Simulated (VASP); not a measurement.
# AlNi (Cmmm) in VASP: single point with r2SCAN

Aim: the single point of AlNi with r2SCAN.

Everything below comes from runs of VASP 6.6.1. Logs are shortened: lines on timing, memory, paths and dates and some standing lists are left out, and cuts for length are marked.

### Step 1. The cell of the first run

It takes space group Cmmm (No. 65, orthorhombic). The conventional cell has a = 3.877 Å, b = 3.906 Å, c = 3.099 Å, α = 90.00°, β = 90.00°, γ = 90.00°. Within 3.3 Å of Al (site symmetry mmm) lie 8 Ni at 2.48 to 2.49 Å and 6 Al at 2.75 to 3.10 Å. Ni (site symmetry mmm) has 8 Al at 2.48 to 2.49 Å and 6 Ni at 2.75 to 3.10 Å within 3.3 Å.

### Step 2. Single point, r2SCAN, collinear spin, ferromagnetic start

Input file POSCAR:

```
AlNi
1.0
    1.9386940000     -1.9531901500      0.0000000000
    1.9386940000      1.9531901500      0.0000000000
    0.0000000000      0.0000000000      3.0994300400
Al Ni
1 1
Direct
    0.0000000000      0.0000000000      0.0000000000
    0.5000000000      0.5000000000      0.5000000000
```

Input file INCAR.step1:

```
PREC = Accurate
ENCUT = 760
ISMEAR = -1
SIGMA = 0.15
LREAL = F
LASPH = T
NELM = 200
ISPIN = 2
MAGMOM = 0 1.5
LMAXMIX = 4
NBANDS = 22
GGA = PE
ALGO = Normal
EDIFF = 1E-5
LWAVE = T
LCHARG = F
GGA_COMPAT = F
```

Input file INCAR.step2:

```
PREC = Accurate
ENCUT = 760
EDIFF = 1E-6
ISMEAR = -1
SIGMA = 0.15
LREAL = F
LASPH = T
NELM = 200
ALGO = Normal
ISIF = 2
LWAVE = F
LCHARG = T
ISPIN = 2
MAGMOM = 0 1.5
LORBIT = 11
LMAXMIX = 4
METAGGA = R2SCAN
LMIXTAU = T
LELF = T
LVHAR = T
NBANDS = 22
ISTART = 1
GGA_COMPAT = F
```

Input file KPOINTS:

```
regular mesh
0
Gamma
  5 5 5
```

Potentials or basis: VASP PAW PBE potentials, release 64 (Al, Ni_sv_GW).

On the command line:

```
cat potpaw_PBE.64/Al/POTCAR potpaw_PBE.64/Ni_sv_GW/POTCAR > POTCAR
cp INCAR.step1 INCAR
mpirun -np 1 vasp_std > vasp.out
cp INCAR.step2 INCAR
mpirun -np 1 vasp_std > vasp.out
```

OUTCAR:

```text
PREC = Accurate
   ENCUT = 760
   EDIFF = 1E-6
   ISMEAR = -1
   LREAL = F
   LASPH = T
   NELM = 200
   ISIF = 2
   ISPIN = 2
   LORBIT = 11
   METAGGA = R2SCAN
   ISTART = 1

 ion  position               nearest neighbor table
   1  0.000  0.000  0.000-   2 2.48   2 2.48   2 2.48   2 2.48   2 2.49   2 2.49   2 2.49   2 2.49

   2  0.500  0.500  0.500-   1 2.48   1 2.48   1 2.48   1 2.48   1 2.49   1 2.49   1 2.49   1 2.49

  LATTYP: Found a base centered orthorhombic cell.
 ALAT       =     3.8773880000
 B/A-ratio  =     1.0074772759
 C/A-ratio  =     0.7993603013

  Lattice vectors:

 A1 = (   1.9386940000,  -1.9531901500,   0.0000000000)
 A2 = (   1.9386940000,   1.9531901500,   0.0000000000)
 A3 = (   0.0000000000,   0.0000000000,   3.0994300400)

Analysis of symmetry for initial positions (statically):
=====================================================================
 Subroutine PRICEL returns:
 Original cell was already a primitive cell.

 Routine SETGRP: Setting up the symmetry group for a
 base centered orthorhombic supercell.

 Subroutine GETGRP returns: Found  8 space group operations
 (whereof  8 operations were pure point group operations)
 out of a pool of  8 trial point group operations.

The static configuration has the point symmetry D_2h.

Analysis of symmetry for dynamics (positions and initial velocities):
=====================================================================
 Subroutine PRICEL returns:
 Original cell was already a primitive cell.

 Routine SETGRP: Setting up the symmetry group for a
 base centered orthorhombic supercell.

 Subroutine GETGRP returns: Found  8 space group operations
 (whereof  8 operations were pure point group operations)
 out of a pool of  8 trial point group operations.

The dynamic configuration has the point symmetry D_2h.

Analysis of structural, dynamic, and magnetic symmetry:
=====================================================================
 Subroutine PRICEL returns:
 Original cell was already a primitive cell.

 Routine SETGRP: Setting up the symmetry group for a
 base centered orthorhombic supercell.

 Subroutine GETGRP returns: Found  8 space group operations
 (whereof  8 operations were pure point group operations)
 out of a pool of  8 trial point group operations.

The overall configuration has the point symmetry D_2h.

 Subroutine INISYM returns: Found  8 space group operations
 (whereof  8 operations are pure point group operations),
 and found     1 'primitive' translations

----------------------------------------------------------------------------------------

                                     Primitive cell

  volume of cell :      23.4728

  direct lattice vectors                    reciprocal lattice vectors
     1.938694000 -1.953190150  0.000000000     0.257905580 -0.255991461  0.000000000
     1.938694000  1.953190150  0.000000000     0.257905580  0.255991461  0.000000000
     0.000000000  0.000000000  3.099430040     0.000000000  0.000000000  0.322639965

  length of vectors
     2.751996764  2.751996764  3.099430040     0.363382603  0.363382603  0.322639965

  position of ions in fractional coordinates (direct lattice)
     0.000000000  0.000000000  0.000000000
     0.500000000  0.500000000  0.500000000

  ion indices of the primitive-cell ions
   primitive index   ion index
                 1           1
                 2           2

----------------------------------------------------------------------------------------

 KPOINTS: regular mesh

Automatic generation of k-mesh.
 Grid dimensions read from file:
 generate k-points for:    5    5    5

 Generating k-lattice:

  Cartesian coordinates                     Fractional coordinates (reciprocal lattice)
     0.051581116 -0.051198292  0.000000000     0.200000000  0.000000000  0.000000000
     0.051581116  0.051198292  0.000000000     0.000000000  0.200000000  0.000000000
     0.000000000  0.000000000  0.064527993     0.000000000  0.000000000  0.200000000

  Length of vectors
     0.072676521  0.072676521  0.064527993

  Shift w.r.t. Gamma in fractional coordinates (k-lattice)
     0.000000000  0.000000000  0.000000000

 Subroutine IBZKPT returns following result:
 ===========================================

 Found     27 irreducible k-points:

 Following reciprocal coordinates:
            Coordinates               Weight
  0.000000  0.000000  0.000000      1.000000
  0.200000  0.000000  0.000000      4.000000
  0.400000  0.000000  0.000000      4.000000
  0.200000  0.200000  0.000000      2.000000
  0.400000  0.200000  0.000000      4.000000
 -0.400000  0.200000  0.000000      4.000000
[... 16 lines left out ...]
  0.400000  0.200000  0.400000      8.000000
 -0.400000  0.200000  0.400000      8.000000
 [... further k-points ...]
   k-points           NKPTS =     27   k-points in BZ     NKDIM =     27   number of bands    NBANDS=     22
   number of dos      NEDOS =    301   number of ions     NIONS =      2
   total plane-waves  NPLWV =  21952
   dimension x,y,z NGX =    28 NGY =   28 NGZ =   28
   dimension x,y,z NGXF=    56 NGYF=   56 NGZF=   56
   ions per type =               1   1
   NGX,Y,Z   is equivalent  to a cutoff of  16.91, 16.91, 15.02 a.u.
   NGXF,Y,Z  is equivalent  to a cutoff of  33.83, 33.83, 30.04 a.u.
 SYSTEM =  unknown system
   PREC   = accura    normal or accurate (medium, high low for compatibility)
   ISTART =      1    job   : 0-new  1-cont  2-samecut
   ICHARG =      0    charge: 1-file 2-atom 10-const
   ISPIN  =      2    spin polarized calculation?
   LNONCOLLINEAR =      F non collinear calculations
   LSORBIT =      F    spin-orbit coupling
   LASPH  =      T    aspherical Exc in radial PAW
   ENCUT  =  760.0 eV  55.86 Ry    7.47 a.u.   6.19  6.19  6.97*2*pi/ulx,y,z
   NELM   =    200;   NELMIN=  2; NELMDL=  0     # of ELM steps
   EDIFF  = 0.1E-05   stopping-criterion for ELM
   LREAL  =      F    real-space projection
   EDIFFG = 0.1E-04   stopping-criterion for IOM
   NSW    =      0    number of steps for IOM
   IBRION =     -1    ionic relax: 0-MD 1-quasi-New 2-CG
   NFREE  =      0    steps in history (QN), initial steepest desc. (CG)
   ISIF   =      2    stress and relaxation
   ISYM   =      2    0-nonsym 1-usesym 2-fastsym
   POTIM  = 0.5000    time-step for ionic-motion
   TEBEG  =    0.0;   TEEND  =   0.0 temperature during run
   PSTRESS=    0.0 pullay stress
   NELECT =      21.0000    total number of electrons
   NUPDOWN=      -1.0000    fix difference up-down
   EMIN   =  10.00;   EMAX   =-10.00  energy-range for DOS
   EFERMI =   0.00;   METHOD = LEGACY
   ISMEAR =    -1;   SIGMA  =   0.15  broadening in eV -4-tet -1-fermi 0-gaus
   EFERMI_NEDOS =   21; number of points for ismear=-14 and -15
   IALGO  =     38    algorithm
   IMIX   =      4    mixing-type and parameters
     AMIX     =   0.40;   BMIX     =  1.00
     AMIX_MAG =   1.60;   BMIX_MAG =  1.00
  volume/ion in A,a.u.               =      11.74        79.20
  Fermi-wavevector in a.u.,A,eV,Ry     =   1.577464  2.980974 33.856627  2.488392
  Thomas-Fermi vector in A             =   2.678142
   LORBIT       =     11    0 simple, 1 ext, 2 COOP (PROOUT), +10 PAW based schemes
   METAGGA = R2SCAN    functional components
   LHFCALC =     F    Hartree Fock is set to
   AEXX    =    0.0000 exact exchange contribution
   IVDW    =     0    specifies the selected vdW correction
   LEPSILON=     F    determine dielectric tensor
   LRPA    =     F    only Hartree local field effects (RPA)
 spin polarized calculation
  energy-cutoff  :      760.00
  volume of cell :       23.47
 maximum number of plane-waves:      1130
 NGX is ok and might be reduce to    28
   NGX = 13   NGY = 13   NGZ = 13

 number of electron      20.9999997 magnetization      -0.0002159

 Free energy of the ion-electron system (eV)
  ---------------------------------------------------
  ext. energy  EPLUGINS =         0.00000000
  ---------------------------------------------------
  free energy    TOTEN  =       -20.97433586 eV

  energy without entropy =      -20.88860583  energy(sigma->0) =      -20.93147084

 E-fermi :   9.3642     XC(G=0): -13.4433

 val. band max:        9.2993778584   @ k =  -0.4000   0.2000   0.0000
 cond. band min:       9.5004652459   @ k =   0.4000   0.2000   0.2000
 fundamental gap:      0.2010873876
 Fermi energy:         9.3642487488

 spin component 1

 k-point     1 :       0.0000    0.0000    0.0000
  band No.  band energies     occupation
      1     -97.6969      1.00000
      2     -56.6164      1.00000
      3     -56.6142      1.00000
      4     -56.6118      1.00000
      5      -2.4858      1.00000
      6       5.8022      1.00000
[... 14 lines left out ...]
     21      34.0649      0.00000
     22      34.0734      0.00000
[... 552 lines left out ...]
  band No.  band energies     occupation
      1     -97.6928      1.00000
      2     -56.6494      1.00000
      3     -56.6243      1.00000
      4     -56.6187      1.00000
      5       3.2860      1.00000
      6       5.2904      1.00000
[... 14 lines left out ...]
     21      35.4452      0.00000
     22      37.2635      0.00000

 [... further k-points ...]

 spin component 2

 k-point     1 :       0.0000    0.0000    0.0000
  band No.  band energies     occupation
      1     -97.6973      1.00000
      2     -56.6168      1.00000
      3     -56.6145      1.00000
      4     -56.6122      1.00000
      5      -2.4858      1.00000
      6       5.8019      1.00000
[... 14 lines left out ...]
     21      34.0649      0.00000
     22      34.0733      0.00000
[... 552 lines left out ...]
  band No.  band energies     occupation
      1     -97.6932      1.00000
      2     -56.6498      1.00000
      3     -56.6246      1.00000
      4     -56.6189      1.00000
      5       3.2859      1.00000
      6       5.2903      1.00000
[... 14 lines left out ...]
     21      35.4452      0.00000
     22      37.2634      0.00000

 [... further k-points ...]
[... 5 lines left out ...]
  --------------------------------------------------------------------------------------
  -------------------------------------------------------------------------------------
  Total        0.4979981      0.2553365     -0.6904077      0.0000000      0.0000000      0.0000000
  in kB       33.9916829     17.4284150    -47.1249128      0.0000000      0.0000000      0.0000000
  external PRESSURE =       1.4317284 kB  Pullay stress =       0.0000000 kB

 VOLUME and BASIS-vectors are now :
 -----------------------------------------------------------------------------
  energy-cutoff  :      760.00
  volume of cell :       23.47
      direct lattice vectors                 reciprocal lattice vectors
     1.938694000 -1.953190150  0.000000000     0.257905580 -0.255991461  0.000000000
     1.938694000  1.953190150  0.000000000     0.257905580  0.255991461  0.000000000
     0.000000000  0.000000000  3.099430040     0.000000000  0.000000000  0.322639965

 POSITION                                       TOTAL-FORCE (eV/Angst)
 -----------------------------------------------------------------------------------
      0.00000      0.00000      0.00000        -0.000000      0.000000      0.000000
      1.93869      0.00000      1.54972         0.000000     -0.000000      0.000000
 -----------------------------------------------------------------------------------
    total drift:                                0.000000      0.000000      0.000000

  FREE ENERGIE OF THE ION-ELECTRON SYSTEM (eV)
  ---------------------------------------------------
  free  energy   TOTEN  =       -20.9743358574 eV

  energy  without entropy=      -20.8886058282  energy(sigma->0) =      -20.93147084

 total charge

# of ion       s       p       d       f       tot
--------------------------------------------------
    1        0.384   0.438   0.000   0.000   0.822
    2        2.227   6.325   7.917   0.002  16.471
--------------------------------------------------
tot          2.611   6.763   7.917   0.002  17.292

 magnetization (x)

# of ion       s       p       d       f       tot
--------------------------------------------------
    1       -0.000  -0.000   0.000   0.000  -0.000
    2       -0.000  -0.000  -0.000  -0.000  -0.000
--------------------------------------------------
tot         -0.000  -0.000  -0.000  -0.000  -0.000
```

It took 87 s on 1 thread of Intel Xeon 6975P-C (Granite Rapids), shared host; peak memory 0.22 GiB.

Results:

```yaml
Free_energy: -20.9743 eV
Pressure: 0.1 GPa
Net_moment: 0.00 μB per cell
Valence_electrons_inside_the_program's_atomic_spheres: Al 0.82; Ni 16.47
```

Caveat: the k points lie up to 0.46 Å⁻¹ apart; the moments typed at the start vanished in this run; the PAW data sets were made with another functional, which shifts forces and pressure a little.
